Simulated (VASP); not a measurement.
Here is a VASP 6.6.1 calculation.

File INCAR:

```
  ALGO = Normal
  EDIFF = 1E-6
  ENCUT = 520
  GGA = PE
  GGA_COMPAT = False
  ISIF = 2
  ISMEAR = 0
  LASPH = True
  LCHARG = True
  LMAXMIX = 4
  LORBIT = 11
  LORBMOM = True
  LREAL = False
  LSORBIT = True
  LVHAR = True
  LWAVE = False
  MAGMOM = 0 0 0 0 0 0 0 0 0 0 0 0 0 0 0
  NBANDS = 55
  NELM = 150
  PREC = Accurate
  SIGMA = 0.01
```

The input KPOINTS:

```
k-points
0
Gamma
  6 6 6
```

Contents of POSCAR:

```
SrTiO3
1.0
    3.9068515418      0.0000000000      0.0000000000
    0.0000000000      3.9068515418      0.0000000000
    0.0000000000      0.0000000000      3.9068515418
Sr Ti O
1 1 3
Direct
    0.0000000000      0.0000000000      0.0000000000
    0.5000000000      0.5000000000      0.5000000000
    0.5000000000      0.0000000000      0.5000000000
    0.5000000000      0.5000000000      0.0000000000
    0.0000000000      0.5000000000      0.5000000000
```

Potentials or basis: VASP PAW PBE potentials, release 64 (Sr_sv, Ti_sv, O).

Launch:

```console
$ cat potpaw_PBE.64/Sr_sv/POTCAR potpaw_PBE.64/Ti_sv/POTCAR potpaw_PBE.64/O/POTCAR > POTCAR
$ mpirun -np 1 vasp_ncl > vasp.out
```

Problem. Predict the pressure.

Solution. 4.7 GPa.

Problem. Predict the net moment.

Solution. 0.00 μB per cell.

Moments on the atoms (μB; x, y, z):
```
Sr  0.00 0.00 0.00
Ti  0.00 0.00 0.00
O   0.00 0.00 0.00
O   0.00 0.00 0.00
O   0.00 0.00 0.00
```
